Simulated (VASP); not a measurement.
Write the native input for VASP 6.6.1 that does the following.

```yaml
Task: single point
Functional: PBE
Potentials_or_basis: VASP PAW PBE potentials, release 64 (Rh_pv)
Cutoff: 500 eV
k_mesh: 21 × 21 × 12
Occupations: gaussian, width 0.15 eV
Spin: collinear spin, ferromagnetic start
Starting_moments: "[0.75, 0.75] μB"
Fixed_moment: 1.5 μB
Dipole_correction: no
Further_INCAR_settings: ALGO = Normal; EDIFF = 1e-06; NBANDS = 26
```

The structure of Rh lies in POSCAR:

```
Rh
1.0
    2.7782838484      0.0000000000      0.0000000000
   -1.3891419242      2.4060643917      0.0000000000
    0.0000000000      0.0000000000      4.4710857021
Rh
2
Direct
    0.6666666667      0.3333333333      0.7500000000
    0.3333333333      0.6666666667      0.2500000000
```

This isn't the form of Rh at room conditions, which is fcc.

These files were run (other wordings do the same):

INCAR

```
PREC = Accurate
ENCUT = 500
EDIFF = 1E-6
ISMEAR = 0
SIGMA = 0.15
LREAL = False
LASPH = True
NELM = 200
ALGO = Normal
ISIF = 2
LWAVE = False
LCHARG = False
ISPIN = 2
MAGMOM = 0.75 0.75
LORBIT = 11
NUPDOWN = 1.5
LMAXMIX = 4
GGA = PE
NBANDS = 26
GGA_COMPAT = False
```

KPOINTS

```
regular mesh
0
Gamma
  21 21 12
```

Potentials or basis: VASP PAW PBE potentials, release 64 (Rh_pv).

Run with:

```console
$ cat potpaw_PBE.64/Rh_pv/POTCAR > POTCAR
$ mpirun -np 1 vasp_std > vasp.out
```

It gave:

```json
{
 "Pressure": "-9.7 GPa",
 "Net moment": "1.50 μB per cell",
 "Site moments": "Rh +0.75 μB",
 "Valence electrons inside the program's atomic spheres": "Rh 13.65"
}
```

Caveat: the cell stands under tension; the total moment is fixed, so each spin has its own Fermi level and the state may be an excited one.

It took 2.3 min on 1 thread of Intel(R) Xeon(R) 6975P-C (Granite Rapids), with other jobs on the host, peak memory 0.4 GiB.
